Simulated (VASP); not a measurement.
Crystal: Zn.

```
Zn
1.0
     2.61436    0.00000    0.00000
    -1.30718    2.26410    0.00000
     0.00000    0.00000    4.87316
Zn
2
Direct
  0.33333 0.66667 0.25000
  0.66667 0.33333 0.75000
```

| Quantity | Value |
| --- | --- |
| Program | VASP 6.6.1 |
| Task | relaxation of cell and atoms |
| Functional | PBE |
| Potentials or basis | VASP PAW PBE potentials, release 64 (Zn) |
| Cutoff | 600 eV |
| k mesh | 15 × 15 × 8 |
| Occupations | gaussian, width 0.1 eV |
| Spin | no spin polarisation |

At the start: pressure 4.5 GPa; volume 14.42 Å³/atom.

Task: Where does the relaxation end?

Result: Over 9 steps the energy falls by 14.2 meV/atom and the volume is 15.35 Å³/atom (+6.4 %); space group P6_3/mmc (No. 194, to 0.1 Å) before and after.

Step by step:
| step | energy change (eV) | largest force (eV/Å) | pressure (GPa) | volume (Å³) |
| --- | --- | --- | --- | --- |
| 1 | 0.0000 | 0.0000 | 4.53 | 28.85 |
| 2 | -0.0244 | 0.0000 | -0.26 | 30.58 |
| 3 | -0.0244 | 0.0000 | -0.31 | 30.60 |
| 4 | -0.0277 | 0.0000 | -0.13 | 30.64 |
| 5 | -0.0283 | 0.0000 | 0.02 | 30.66 |
| 6 | -0.0283 | 0.0000 | 0.07 | 30.66 |
| 7 | -0.0283 | 0.0000 | 0.05 | 30.66 |
| 8 | -0.0283 | 0.0000 | 0.02 | 30.69 |
| 9 | -0.0283 | 0.0000 | 0.01 | 30.70 |

Final structure:
```cif
data_structure
_symmetry_space_group_name_H-M 'P 1'
_symmetry_Int_Tables_number 1
_cell_length_a 2.6393
_cell_length_b 2.6393
_cell_length_c 5.0886
_cell_angle_alpha 90.000
_cell_angle_beta 90.000
_cell_angle_gamma 120.000
_cell_volume 30.70
loop_
_atom_site_label
_atom_site_type_symbol
_atom_site_fract_x
_atom_site_fract_y
_atom_site_fract_z
_atom_site_occupancy
Zn1 Zn 0.33333 0.66667 0.25000 1
Zn2 Zn 0.66667 0.33333 0.75000 1
```
